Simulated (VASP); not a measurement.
# Si (a cell with a defect) in VASP: single point with LDA

Aim: the single point of Si (a cell with a defect) with LDA.

Everything below comes from runs of VASP 6.6.1. Logs are shortened: lines on timing, memory, paths and dates and some standing lists are left out, and cuts for length are marked.

## 1. The cell of the first run

The cell holds a defect, 63 atoms: a = 10.860 Å, b = 10.860 Å, c = 10.860 Å, α = 90.00°, β = 90.00°, γ = 90.00°.

## 2. Single point, LDA, collinear spin

File INCAR:

```
PREC = Accurate ; ENCUT = 520
EDIFF = 1E-7 ; ISMEAR = 0
SIGMA = 0.02 ; LREAL = Auto
LASPH = True ; NELM = 150
ALGO = Normal ; ISIF = 2
LWAVE = False ; LCHARG = True
ISPIN = 2 ; MAGMOM = 0 0 0 0 0 0 0 0 0 0 0 0 0 0 0 0 0 0 0 0 0 0 0 0 0 0 0 0.1 0 0 0 0 0 0 0 0 0 0 0 0 0 0 0 0 0 0 0 0 0 0 0 0 0 0 0 0 0 0 0 0 0 0 0
LORBIT = 11 ; GGA = CA
LELF = True ; LVHAR = True
NBANDS = 167 ; NELECT = 251.0
```

File KPOINTS:

```
Automatic mesh
0
Gamma
  1 1 1
```

File POSCAR:

```
Si
1.0
   10.8600000000      0.0000000000      0.0000000000
    0.0000000000     10.8600000000      0.0000000000
    0.0000000000      0.0000000000     10.8600000000
Si
63
Direct
    0.4980224678      0.0023164825      0.0019059853
    0.6208593923      0.1290616943      0.1267097606
    0.7476127993      0.2518882136      0.0019067219
    0.8750902394      0.3750301105      0.1253054328
    0.7494483425      0.0004647330      0.2500790976
    0.8749239411      0.1239767035      0.3759246777
   -0.0010275322      0.0002100368     -0.0016747698
    0.1247825967      0.1252587477      0.1262111418
    0.2475504604      0.2576440147      0.0069362799
    0.2766413444      0.4732263352      0.2210427256
    0.4923828729      0.5023905157      0.0068283610
    0.6246795580      0.6251440147      0.1262015654
    0.7497151934      0.7509579190     -0.0016732044
    0.8774069061      0.8725207182      0.1256646409
    0.2501719153     -0.0002279926      0.2498775322
    0.3742465930      0.1243374770      0.3760547882
    0.4952057090      0.2547135359      0.2533277164
    0.6255902394      0.3756658379      0.3760583794
    0.7501468692      0.4997458564      0.2498781768
    0.8774198895      0.6234719153      0.3738456722
    0.5013779006     -0.0003498158      0.5009837017
    0.6240585635      0.1258555249      0.6269427256
    0.7502710866      0.2485371087      0.5009936464
    0.8774145488      0.3744139042      0.6238505525
    0.7496386740      0.0002771639      0.7500211786
    0.8725848066      0.1259719153      0.8762659300
   -0.0011370166      0.5004635359     -0.0005825967
    0.1350473297      0.6148684162      0.1219340700
    0.2494617864      0.7510483425     -0.0005774401
    0.3748894107      0.8748303867      0.1253044199
   -0.0003185083      0.2494676796      0.2504004604
    0.1357718232      0.3726800184      0.3643904236
    0.3772270718      0.6141210866      0.3643664825
    0.5004418048      0.7502211786      0.2503906998
    0.6259335175      0.8749848066      0.3759189687
    0.0004158379     -0.0020705341      0.4992608656
    0.1243428177      0.1243787293      0.6244960405
    0.2501525783      0.2498089319      0.5000184162
    0.3750070902      0.3749114180      0.6251688766
    0.5001049724      0.4997624309      0.5000085635
    0.6255356354      0.6255794659      0.6244881215
    0.7519857274      0.7495063536      0.4992627072
    0.8752716390      0.8746494475      0.6252000000
    0.2493466851      0.0010961326      0.7504181400
    0.3733244015      0.1301992634      0.8805410681
    0.4984144567      0.2514958564      0.7524905157
    0.6197701657      0.3765763352      0.8804931860
    0.7488363720      0.5005768877      0.7503985267
    0.8744398711      0.6257227440      0.8741973297
    0.0061975138      0.7437186004      0.2486410681
    0.1264523941      0.8724926335      0.3738445672
    0.0057398711      0.4982144567      0.4939519337
    0.1262039595      0.6237185083      0.6220895028
    0.2517113260      0.7441712707      0.4939477901
    0.3755075506      0.8725151934      0.6238513812
   -0.0002418048      0.2479687845      0.7506429098
    0.1246497238      0.3766953959      0.8754949355
    0.2498930939      0.5000244015      0.7492714549
    0.3732280847      0.6252744936      0.8754828729
    0.5019459484      0.7501648250      0.7506372928
    0.6239423573      0.8773372928      0.8762667587
    0.0007174954      0.7492033149      0.7481959484
    0.1242058932      0.8754760589      0.8742023020
```

Potentials or basis: VASP PAW LDA potentials, release 64 (Si).

On the command line:

```
cat potpaw_LDA.64/Si/POTCAR > POTCAR
mpirun -np 1 vasp_gam > vasp.out
```

OUTCAR:

```text
PREC = Accurate
   ENCUT = 520
   EDIFF = 1E-7
   ISMEAR = 0
   LREAL = Auto
   LASPH = True
   NELM = 150
   ISIF = 2
   ISPIN = 2
   LORBIT = 11
   GGA = CA
   NELECT = 251.0

 ion  position               nearest neighbor table
   1  0.498  0.002  0.002-  45 2.35  30 2.35   2 2.35  61 2.36
   2  0.621  0.129  0.127-   3 2.35   1 2.35  17 2.37   5 2.39
   3  0.748  0.252  0.002-  47 2.35   4 2.35   2 2.35  26 2.36
   4  0.875  0.375  0.125-   3 2.35  19 2.35  27 2.35  31 2.35
   5  0.749  0.000  0.250-   6 2.35  35 2.35  14 2.38   2 2.39
   6  0.875  0.124  0.376-  23 2.35   5 2.35  36 2.35  31 2.36
   7  0.999  0.000  0.998-  63 2.35  26 2.35  14 2.36   8 2.37
   8  0.125  0.125  0.126-  31 2.34  15 2.35   9 2.35   7 2.37
   9  0.248  0.258  0.007-  57 2.34   8 2.35  45 2.38
  10  0.277  0.473  0.221-  28 2.43  32 2.44  33 2.44
  11  0.492  0.502  0.007-  59 2.34  12 2.35  47 2.38
  12  0.625  0.625  0.126-  34 2.34  19 2.35  11 2.35  13 2.37
  13  0.750  0.751  0.998-  49 2.35  61 2.35  14 2.36  12 2.37
  14  0.877  0.873  0.126-  13 2.36   7 2.36   5 2.38  50 2.39
  15  0.250  1.000  0.250-  30 2.35   8 2.35  16 2.35  51 2.35
  16  0.374  0.124  0.376-  38 2.34  17 2.35  15 2.35  21 2.36
  17  0.495  0.255  0.253-  16 2.35  18 2.35   2 2.37
[... 44 lines left out ...]
  62  0.001  0.749  0.748-  43 2.34  49 2.36  63 2.36  53 2.36
  63  0.124  0.875  0.874-   7 2.35  44 2.35  29 2.35  62 2.36

  LATTYP: Found a simple cubic cell.
 ALAT       =    10.8600000000

  Lattice vectors:

 A1 = (  10.8600000000,   0.0000000000,   0.0000000000)
 A2 = (   0.0000000000,  10.8600000000,   0.0000000000)
 A3 = (   0.0000000000,   0.0000000000,  10.8600000000)

Analysis of symmetry for initial positions (statically):
=====================================================================
 Subroutine PRICEL returns:
 Original cell was already a primitive cell.

 Routine SETGRP: Setting up the symmetry group for a
 simple cubic supercell.

 Subroutine GETGRP returns: Found  1 space group operations
 (whereof  1 operations were pure point group operations)
 out of a pool of 48 trial point group operations.

The static configuration has the point symmetry C_1 .

Analysis of symmetry for dynamics (positions and initial velocities):
=====================================================================
 Subroutine PRICEL returns:
 Original cell was already a primitive cell.

 Routine SETGRP: Setting up the symmetry group for a
 simple cubic supercell.

 Subroutine GETGRP returns: Found  1 space group operations
 (whereof  1 operations were pure point group operations)
[... 259 lines left out ...]
  ext. energy  EPLUGINS =         0.00000000
  ---------------------------------------------------
  free energy    TOTEN  =      -371.28040141 eV

  energy without entropy =     -371.27097258  energy(sigma->0) =     -371.27568699

 E-fermi :   6.1097     XC(G=0):  -9.5301

 val. band max:        6.1012535816   @ k =   0.0000   0.0000   0.0000
 cond. band min:       6.1182080235   @ k =   0.0000   0.0000   0.0000
 fundamental gap:      0.0169544419
 Fermi energy:         6.1097306074

 spin component 1

 k-point     1 :       0.0000    0.0000    0.0000
  band No.  band energies     occupation
      1      -6.2358      1.00000
      2      -5.1946      1.00000
      3      -5.1886      1.00000
      4      -5.1727      1.00000
      5      -5.1712      1.00000
      6      -5.1568      1.00000
[... 129 lines left out ...]
    136       6.7442      0.00000
    137       6.7901      0.00000
 Fermi energy:         6.1097306074

 spin component 2

 k-point     1 :       0.0000    0.0000    0.0000
  band No.  band energies     occupation
      1      -6.2469      1.00000
      2      -5.2048      1.00000
      3      -5.2036      1.00000
      4      -5.1834      1.00000
      5      -5.1821      1.00000
      6      -5.1635      1.00000
[... 129 lines left out ...]
    136       6.7338      0.00000
    137       6.7761      0.00000
 [bands above 137 left out]

------------------------ aborting loop because EDIFF is reached ----------------------------------------

  FORCE on cell =-STRESS in cart. coord.  units (eV):
  Direction    XX          YY          ZZ          XY          YZ          ZX
  --------------------------------------------------------------------------------------
  -------------------------------------------------------------------------------------
  Total      -23.4795702    -23.5111075    -23.8020228      1.3207027     -3.9178197      3.8960186
  in kB      -29.3704939    -29.4099438    -29.7738484      1.6520614     -4.9007839      4.8735129
  external PRESSURE =     -29.5180954 kB  Pullay stress =       0.0000000 kB

 VOLUME and BASIS-vectors are now :
 -----------------------------------------------------------------------------
  energy-cutoff  :      520.00
  volume of cell :     1280.82
      direct lattice vectors                 reciprocal lattice vectors
    10.860000000  0.000000000  0.000000000     0.092081031  0.000000000  0.000000000
     0.000000000 10.860000000  0.000000000     0.000000000  0.092081031  0.000000000
     0.000000000  0.000000000 10.860000000     0.000000000  0.000000000  0.092081031

 POSITION                                       TOTAL-FORCE (eV/Angst)
 -----------------------------------------------------------------------------------
      5.40852      0.02516      0.02070         0.001900     -0.016510     -0.009836
      6.74253      1.40161      1.37607         0.049407     -0.049441     -0.010024
      8.11908      2.73551      0.02071         0.016529     -0.002465     -0.009532
      9.50348      4.07283      1.36082         0.001161     -0.002896     -0.004290
      8.13901      0.00505      2.71586         0.013547     -0.014360     -0.012747
      9.50167      1.34639      4.08254        -0.001808     -0.002645      0.002806
[... 55 lines left out ...]
      0.00779      8.13635      8.12541         0.000877     -0.000946     -0.005093
      1.34888      9.50767      9.49384         0.007244      0.004955      0.007380
 -----------------------------------------------------------------------------------
    total drift:                               -0.003590     -0.009950     -0.004758

  FREE ENERGIE OF THE ION-ELECTRON SYSTEM (eV)
  ---------------------------------------------------
  free  energy   TOTEN  =      -371.2804014136 eV

  energy  without entropy=     -371.2709725754  energy(sigma->0) =     -371.27568699

 total charge

# of ion       s       p       d       tot
------------------------------------------
    1        0.746   0.961   0.000   1.707
    2        0.748   0.942   0.000   1.690
    3        0.746   0.961   0.000   1.707
    4        0.744   0.965   0.000   1.709
    5        0.751   0.937   0.000   1.688
    6        0.746   0.959   0.000   1.705
[... 55 lines left out ...]
   62        0.747   0.954   0.000   1.701
   63        0.745   0.960   0.000   1.706
--------------------------------------------------
tot         47.297  59.467   0.000 106.764

 magnetization (x)

# of ion       s       p       d       tot
------------------------------------------
    1       -0.001  -0.001   0.000  -0.001
    2        0.000  -0.004   0.000  -0.004
    3       -0.001  -0.001   0.000  -0.001
    4        0.000   0.001   0.000   0.001
    5       -0.001  -0.006   0.000  -0.006
    6        0.000  -0.002   0.000  -0.002
[... 55 lines left out ...]
   62       -0.001  -0.002   0.000  -0.003
   63       -0.000  -0.003   0.000  -0.003
--------------------------------------------------
tot         -0.068  -0.288   0.000  -0.356
```

It took 13 min on 1 thread of Intel Xeon Platinum 8488C (Sapphire Rapids), shared host; peak memory 0.9 GiB.

What came out:

```yaml
Free_energy: -371.2804 eV
Largest_force: 0.458 eV/Å
Net_moment: -1.00 μB per cell
Site_moments: Si -0.00, +0.00, -0.01, -0.04, -0.09 (each value once) μB
Valence_electrons_inside_the_program's_atomic_spheres: Si 1.71, 1.69, 1.70, 1.64, 1.58, 1.65, 1.68, 1.67 (each value once)
```

Forces in eV/Å, atoms in the order of the input:
```
Si   0.002 -0.017 -0.010
Si   0.049 -0.049 -0.010
Si   0.017 -0.002 -0.010
Si   0.001 -0.003 -0.004
Si   0.014 -0.014 -0.013
Si  -0.002 -0.003  0.003
Si   0.003  0.003 -0.022
Si   0.012  0.001  0.019
Si   0.018 -0.081 -0.089
Si  -0.280  0.279  0.232
Si   0.082 -0.016 -0.089
Si  -0.002 -0.013  0.018
Si  -0.003 -0.003 -0.022
Si   0.002 -0.002  0.024
Si   0.002 -0.006 -0.007
Si  -0.007 -0.014  0.008
Si   0.085 -0.084 -0.016
Si   0.014  0.007  0.009
Si   0.005 -0.003 -0.007
Si  -0.019  0.000  0.010
Si   0.001  0.003 -0.008
Si   0.006 -0.005 -0.005
Si  -0.003  0.000 -0.008
Si  -0.001 -0.001  0.011
Si  -0.001 -0.001 -0.013
Si   0.006 -0.005  0.002
Si  -0.007  0.000 -0.007
Si  -0.034  0.034  0.005
Si   0.000  0.008 -0.008
Si   0.004  0.000 -0.004
Si  -0.001 -0.009 -0.001
Si  -0.034  0.004  0.043
Si  -0.003  0.034  0.043
Si   0.009  0.001 -0.001
Si   0.002  0.000  0.003
Si  -0.003  0.003 -0.005
Si   0.011  0.000 -0.007
Si   0.007 -0.002 -0.007
Si   0.002 -0.001 -0.005
Si   0.000 -0.009 -0.007
Si  -0.001 -0.012 -0.006
Si  -0.002  0.003 -0.005
Si  -0.003  0.004  0.007
Si  -0.001 -0.008 -0.014
Si   0.018 -0.031 -0.022
Si   0.009 -0.009 -0.017
Si   0.032 -0.017 -0.023
Si   0.009  0.002 -0.015
Si  -0.005 -0.007  0.007
Si  -0.012  0.012  0.008
Si   0.000  0.019  0.010
Si  -0.013  0.011  0.007
Si   0.000  0.000  0.011
Si  -0.011  0.013  0.007
Si   0.001  0.000  0.011
Si   0.010 -0.012 -0.002
Si   0.007  0.015  0.003
Si  -0.005  0.005 -0.014
Si  -0.015 -0.007  0.003
Si   0.013 -0.010 -0.002
Si   0.005 -0.006  0.001
Si   0.001 -0.001 -0.005
Si   0.007  0.005  0.007
```

Levels at points of the mesh, in eV from the Fermi level:
Spin up:
```tsv
k point	band 121	band 122	band 123	band 124	band 125	band 126	band 127	band 128	band 129	band 130
(0.00, 0.00, 0.00)	-1.56	-1.56	-0.78	-0.77	-0.73	0.06	0.09	0.09	0.17	0.18
```
Spin down:
| k point | band 124 | band 125 | band 126 | band 127 | band 128 | band 129 |
| --- | --- | --- | --- | --- | --- | --- |
| (0.00, 0.00, 0.00) | -0.81 | -0.75 | -0.01 | 0.01 | 0.06 | 0.16 |

Caveat: the k points lie up to 0.58 Å⁻¹ apart; the cell carries a net charge on a neutralising background, which shifts energy and pressure; the cell is charged against a uniform background, so pressure and absolute levels hang on convention.
